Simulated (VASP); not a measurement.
Wanted: the native input for a VASP 6.6.1 run.

```
Task                   : single point
Functional             : PBE
Potentials or basis    : VASP PAW PBE potentials, release 64 (Y_sv, Ru_pv, Rh_pv)
Cutoff                 : 520 eV
k mesh                 : 6 × 6 × 6
Occupations            : gaussian, width 0.2 eV
Spin                   : no spin polarisation
Dipole correction      : no
Further INCAR settings : ALGO = Fast; EDIFF = 1e-06; NBANDS = 58
```

The structure of YRu2Rh4 lies in POSCAR:

```
YRu2Rh4
1.0
    0.0000000000      0.0000000000      5.0946915012
   -3.3123048983      3.3123048983      2.5473457506
   -3.3123048983     -3.3123048983      2.5473457506
Y Ru Rh
1 2 4
Direct
    0.0000000000      0.0000000000      0.0000000000
    0.2500000000      0.5000000000      0.5000000000
    0.7500000000      0.5000000000      0.5000000000
    0.3010696656      0.0000000000      0.3978606689
    0.6989303344      0.0000000000      0.6021393311
    0.6989303344      0.6021393311      0.0000000000
    0.3010696656      0.3978606689      1.0000000000
```

These files were run (other wordings do the same):

INCAR

```
ALGO = Fast ; EDIFF = 1E-6
ENCUT = 520 ; GGA = PE
ISIF = 2 ; ISMEAR = 0
LASPH = T ; LCHARG = T
LELF = T ; LREAL = F
LVHAR = T ; LWAVE = F
NBANDS = 58 ; NELM = 100
PREC = Accurate ; SIGMA = 0.2
```

KPOINTS

```
k-points
0
Gamma
  6 6 6
```

Potentials or basis: VASP PAW PBE potentials, release 64 (Y_sv, Ru_pv, Rh_pv).

Run with:

```bash
$ cat potpaw_PBE.64/Y_sv/POTCAR potpaw_PBE.64/Ru_pv/POTCAR potpaw_PBE.64/Rh_pv/POTCAR > POTCAR
$ mpirun -np 1 vasp_std > vasp.out
```

Results of the run:

```
Pressure      : 0.1 GPa
Largest force : 0.012 eV/Å
```

Wall time 7.5 min on 1 thread of Oxide Virtual Turin-like Processor, with other jobs on the host, peak memory 0.33 GiB.
